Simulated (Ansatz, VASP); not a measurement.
CdS: VASP beside Ansatz

Contents of INCAR:

```
  ALGO = Normal
  EDIFF = 1E-8
  ENCUT = 520
  GGA = CA
  ISIF = 2
  ISMEAR = -1
  LASPH = True
  LCHARG = False
  LEFG = True
  LREAL = False
  LWAVE = False
  NBANDS = 26
  NELM = 60
  PREC = Accurate
  SIGMA = 0.02
```

KPOINTS

```
k-points
0
Gamma
  8 8 4
```

Contents of POSCAR:

```
CdS
1.0
    4.0503918620      0.0000000000      0.0000000000
   -2.0251959310      3.5077422478      0.0000000000
    0.0000000000      0.0000000000      6.6112266477
Cd S
2 2
Direct
    0.3333333333      0.6666666667      0.0000000000
    0.6666666667      0.3333333333      0.5000000000
    0.3333333333      0.6666666667      0.3850000000
    0.6666666667      0.3333333333      0.8850000000
```

Input for Ansatz:

```yaml
crystal:
  lattice:
    - [4.050391862, 0.0, 0.0]
    - [-2.025195931, 3.5077422478, 0.0]
    - [0.0, 0.0, 6.6112266477]
  atoms:
    - { symbol: Cd, position: [0.3333333333, 0.6666666667, 0.0] }
    - { symbol: Cd, position: [0.6666666667, 0.3333333333, 0.5] }
    - { symbol: S, position: [0.3333333333, 0.6666666667, 0.385] }
    - { symbol: S, position: [0.6666666667, 0.3333333333, 0.885] }
kpoints:
  mp_grid: { grid: [8, 8, 4] }
scf:
  occupations: { method: fermi_dirac, width: 0.02 }
hamiltonian:
  xc: lda
  pseudopotentials: { kind: all_electron, datasets: crystal }
output:
  forces: true
  stress: true
  eigenvalues: true
  efg: { contact_densities: true }
```

Change from the starting cell: volume scaled by 0.94, crystal datasets.

Alike in both runs: task electric field gradients; functional LDA; k mesh 8 × 8 × 4; occupations fermi-dirac, width 0.02 eV; no spin polarisation.

|  | VASP | Ansatz |
| --- | --- | --- |
| version | VASP 6.6.1 | Ansatz 0.2.0 |
| potentials or method | VASP PAW LDA potentials, release 64 (Cd, S), cutoff 520 eV | all-electron PAW with datasets made for the crystal, scalar-relativistic |

```tsv
	VASP	Ansatz	Ansatz less VASP
gap on the k mesh at the Fermi level (eV)	1.11	1.08	-0.032
pressure (GPa)	1.8	1.2	-0.57
traceless stress, the component that is largest in VASP (GPa)	-1.89	-1.80	+0.089
rms of the force components (eV/Å)	0.182	0.175	-0.0075
size of Vzz on the site where it differs most (V/Å²)	38.9	33.5	-5.40
```

LDA's correlation is that of Perdew and Zunger in VASP and of Perdew and Wang (1992) in Ansatz. Atom by atom the forces differ by 0.007 eV/Å (rms over components). Ansatz ran all-electron here, and VASP with PAW potentials.
